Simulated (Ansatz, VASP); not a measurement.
# B15P16: VASP beside Ansatz

```xyz
31
Lattice="3.1962 0.0000 0.0000 0.0000 9.5887 0.0000 0.0000 0.0000 26.3004" Properties=species:S:1:pos:R:3 pbc="T T T"
P     0.0000    5.9011    7.4254
P     1.5981    3.2291    8.4112
P     0.0000    0.5139    8.9546
P     1.5981    7.5576    9.8142
P     0.0000    4.7994   10.5036
P     1.5981    2.1263   11.2539
P     0.0000    9.0876   12.0664
P     1.5981    6.4042   12.7668
P     0.0000    3.7302   13.5085
P     1.5981    1.1001   14.3325
P     0.0000    7.9822   15.0547
P     1.5981    5.3002   15.7393
P     0.0000    2.7251   16.6315
P     1.5981    0.0081   17.4114
P     0.0000    6.6914   18.0991
P     1.5981    4.6371   18.7710
B     1.5981    6.6261    8.1811
B     0.0000    4.2594    8.5464
B     1.5981    1.5637    9.3525
B     0.0000    8.5985   10.1861
B     1.5981    5.8752   10.8748
B     0.0000    3.1887   11.6199
B     1.5981    0.5572   12.4394
B     0.0000    7.4720   13.1576
B     1.5981    4.7947   13.8636
B     0.0000    2.1650   14.7033
B     1.5981    9.0489   15.4069
B     0.0000    6.3532   16.1163
B     1.5981    3.8124   16.9969
B     0.0000    1.0002   17.4253
B     1.5981    7.7874   18.0426
```

Alike in both runs: functional PBEsol; k mesh 8 × 3 × 1; occupations gaussian, width 0.05 eV; no spin polarisation.

Ansatz relaxed the structure, and its values are those at the end. VASP's run is a single point on that final structure, the one shown.

|  | VASP | Ansatz |
| --- | --- | --- |
| version | VASP 6.6.1 | Ansatz 0.2.0 |
| potentials or method | VASP PAW PBE potentials, release 64 (P, B), cutoff 520 eV | scalar-relativistic, plane waves, PAW |
| valence electrons in the cell | 125 | 125 |

Ansatz gave:

- gap on the k mesh at the Fermi level (eV): none
- rms of the force components (eV/Å): 0.003

Problem. Which values does VASP return?

Solution. gap on the k mesh at the Fermi level (eV): none; rms of the force components (eV/Å): 0.005.

VASP's potentials were made for PBE, not for PBEsol. A gap of «none» marks a metal or a gap that the smearing closes. With one functional, cell and mesh, what is left measures potentials, basis and numerics. Ansatz's warnings: xc potential rough in thin density.
